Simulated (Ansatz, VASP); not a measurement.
# Sn: VASP beside Ansatz

```
CELL_PARAMETERS angstrom
0.00000 3.24560 3.61073
3.24560 0.00000 3.61073
3.24560 3.24560 0.00000
ATOMIC_POSITIONS crystal
Sn 0.50000 0.50000 0.50000
Sn 0.75000 0.75000 0.75000
```

Change from the starting cell: strain +0.1125 x Voigt [0, 0, 1, 0, 0, 0], atoms carried along.

Alike in both runs: task single point; functional PBEsol; k mesh 12 × 12 × 12; occupations gaussian, width 0.15 eV; no spin polarisation.

|  | VASP | Ansatz |
| --- | --- | --- |
| version | VASP 6.6.1 | Ansatz 0.2.0 |
| potentials or method | VASP PAW PBE potentials, release 64 (Sn_d), cutoff 520 eV | scalar-relativistic, plane waves, PAW |
| valence electrons in the cell | 28 | 28 |

|  | VASP | Ansatz | Ansatz less VASP |
| --- | --- | --- | --- |
| gap on the k mesh at the Fermi level (eV) | none | none | - |
| pressure (GPa) | -2.9 | -2.9 | +0.09 |
| traceless stress, the component that is largest in VASP (GPa) | -2.30 | -2.30 | 0.000 |

VASP's potentials were made for PBE, not for PBEsol. A gap of «none» marks a metal or a gap that the smearing closes.
